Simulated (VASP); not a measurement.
MgF2:

```
Mg F
1.0
     4.62500    0.00000    0.00000
     0.00000    4.62500    0.00000
     0.00000    0.00000    3.05200
Mg F
2 4
Direct
  0.00000 0.00000 0.00000
  0.50000 0.50000 0.50000
  0.30300 0.30300 0.00000
  0.19700 0.80300 0.50000
  0.69700 0.69700 0.00000
  0.80300 0.19700 0.50000
```

* Program: VASP 6.6.1
* Task: relaxation of cell and atoms
* Functional: LDA
* Potentials or basis: VASP PAW LDA potentials, release 64 (Mg, F)
* Cutoff: 600 eV
* k mesh: 6 × 6 × 8
* Occupations: fermi-dirac, width 0.02 eV
* Spin: no spin polarisation

At the start: pressure -6.5 GPa; volume 10.88 Å³/atom.

Task: How do energy, volume and symmetry change on relaxing?

Result: Over 5 steps the energy falls by 13.8 meV/atom and the volume is 10.23 Å³/atom (-6.0 %); space group P4_2/mnm (No. 136, to 0.1 Å) before and after.

Step by step:
```tsv
step	energy change (eV)	largest force (eV/Å)	pressure (GPa)	volume (Å³)
1	0.0000	0.0447	-6.46	65.28
2	-0.0813	0.0863	0.43	61.22
3	-0.0816	0.0776	-0.03	61.45
4	-0.0829	0.0192	0.00	61.39
5	-0.0831	0.0074	0.03	61.36
```

Final structure:
```cif
data_structure
_symmetry_space_group_name_H-M 'P 1'
_symmetry_Int_Tables_number 1
_cell_length_a 4.5242
_cell_length_b 4.5242
_cell_length_c 2.9978
_cell_angle_alpha 90.000
_cell_angle_beta 90.000
_cell_angle_gamma 90.000
_cell_volume 61.36
loop_
_atom_site_label
_atom_site_type_symbol
_atom_site_fract_x
_atom_site_fract_y
_atom_site_fract_z
_atom_site_occupancy
Mg1 Mg 0.00000 0.00000 0.00000 1
Mg2 Mg 0.50000 0.50000 0.50000 1
F1 F 0.30248 0.30248 0.00000 1
F2 F 0.19752 0.80248 0.50000 1
F3 F 0.69752 0.69752 0.00000 1
F4 F 0.80248 0.19752 0.50000 1
```
